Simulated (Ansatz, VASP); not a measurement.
V in VASP and in Ansatz

The input INCAR:

```
SYSTEM = V
  PREC = Accurate
  ENCUT = 520
  EDIFF = 1E-6
  ISMEAR = -1
  SIGMA = 0.05
  LREAL = .False.
  LASPH = .True.
  NELM = 150
  ALGO = Normal
  ISIF = 2
  LWAVE = .False.
  LCHARG = .False.
  ISPIN = 2
  MAGMOM = 3 3
  LORBIT = 11
  NUPDOWN = 6.0
  LMAXMIX = 4
  GGA = PE
  NBANDS = 24
```

Contents of KPOINTS:

```
regular mesh
0
Gamma
  10 10 5
  0 0 0
```

File POSCAR:

```
V
1.0
    2.6042941027      0.0000000000      0.0000000000
   -1.3021470513      2.2553848518      0.0000000000
    0.0000000000      0.0000000000      4.7233360000
V
2
Direct
    0.3333333333      0.6666666667      0.2500000000
    0.6666666667      0.3333333333      0.7500000000
```

File input.yaml:

```yaml
crystal:
  lattice:
    - [2.6042941027, 0.0, 0.0]
    - [-1.3021470513, 2.2553848518, 0.0]
    - [0.0, 0.0, 4.723336]
  atoms:
    - { symbol: V, position: [0.3333333333, 0.6666666667, 0.25], spin: 3.0 }
    - { symbol: V, position: [0.6666666667, 0.3333333333, 0.75], spin: 3.0 }
hamiltonian:
  xc: pbe
  pseudopotentials: { kind: paw }
magnetization:
  spin_polarized: true
  initial_magnetization: 6.0
  spin_locking: { lock_magnetization: hard }
kpoints:
  mp_grid: { grid: [10, 10, 5] }
scf:
  occupations: { method: fermi_dirac, width: 0.05 }
  lower_state_search: "off"
output:
  forces: true
  stress: true
  eigenvalues: true
```

Alike in both runs: task single point; functional PBE; k mesh 10 × 10 × 5; occupations fermi-dirac, width 0.05 eV; collinear spin; fixed moment 6 μB.

```csv
,VASP,Ansatz
version,VASP 6.6.1,Ansatz 0.2.0
potentials or method,"VASP PAW PBE potentials, release 64 (V_sv)",Ansatz PAW
plane-wave cutoff (eV),520,420
valence electrons in the cell,26,26
```

VASP gave:

```
net moment per atom (μB)                                      : 3.00
size of the moment on the site where the two differ most (μB) : 2.53
```

Problem. Estimate Ansatz's values.

Solution. net moment per atom (μB): 3.00; size of the moment on the site where the two differ most (μB): 2.39.

Site moments also hang on the region over which each program counts them.
